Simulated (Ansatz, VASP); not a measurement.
# In2S in VASP and in Ansatz

The input INCAR:

```
ALGO = Normal
EDIFF = 1E-6
ENCUT = 520
GGA = PE
ISIF = 2
ISMEAR = 0
LASPH = T
LCHARG = F
LREAL = F
LWAVE = F
NBANDS = 23
NELM = 100
PREC = Accurate
SIGMA = 0.1
```

The input KPOINTS:

```
k-points
0
Gamma
  6 6 4
```

Contents of POSCAR:

```
In2S
1.0
    4.0890103426      0.0000000000      0.0000000000
   -2.0445051713      3.5411868330      0.0000000000
    0.0000000000      0.0000000000      5.5295174973
In S
2 1
Direct
    0.6666666667      0.3333333333      0.7959725305
    0.3333333333      0.6666666667      0.2040274695
    0.0000000000      0.0000000000      0.5000000000
```

Input for Ansatz:

```yaml
crystal:
  lattice:
    - [4.0890103426, 0.0, 0.0]
    - [-2.0445051713, 3.541186833, 0.0]
    - [0.0, 0.0, 5.5295174973]
  atoms:
    - { symbol: In, position: [0.6666666667, 0.3333333333, 0.7959725305] }
    - { symbol: In, position: [0.3333333333, 0.6666666667, 0.2040274695] }
    - { symbol: S, position: [0.0, 0.0, 0.5] }
basis:
  ecutwfc: 420
kpoints:
  mp_grid: { grid: [6, 6, 4] }
hamiltonian:
  xc: pbe
scf:
  occupations: { method: gaussian, width: 0.1 }
  lower_state_search: "off"
output:
  forces: true
  stress: true
  eigenvalues: true
```

Change from the starting cell: the structure that the rattled cell fell into.

Alike in both runs: task single point; functional PBE; k mesh 6 × 6 × 4; occupations gaussian, width 0.1 eV; no spin polarisation.

```csv
,VASP,Ansatz
version,VASP 6.6.1,Ansatz 0.2.0
potentials or method,"VASP PAW PBE potentials, release 64 (In_d, S), cutoff 520 eV","scalar-relativistic, plane waves, PAW"
valence electrons in the cell,32,32
```

Ansatz gave:

* gap on the k mesh at the Fermi level (eV): none
* pressure (GPa): -0.1
* traceless stress, the component that is largest in VASP (GPa): 0.10
* rms of the force components (eV/Å): 0.034

Problem. Which values does VASP return?

Solution. gap on the k mesh at the Fermi level (eV): none; pressure (GPa): -0.1; traceless stress, the component that is largest in VASP (GPa): 0.11; rms of the force components (eV/Å): 0.036.

Atom by atom the forces differ by 0.002 eV/Å (rms over components). A gap of «none» marks a metal or a gap that the smearing closes.
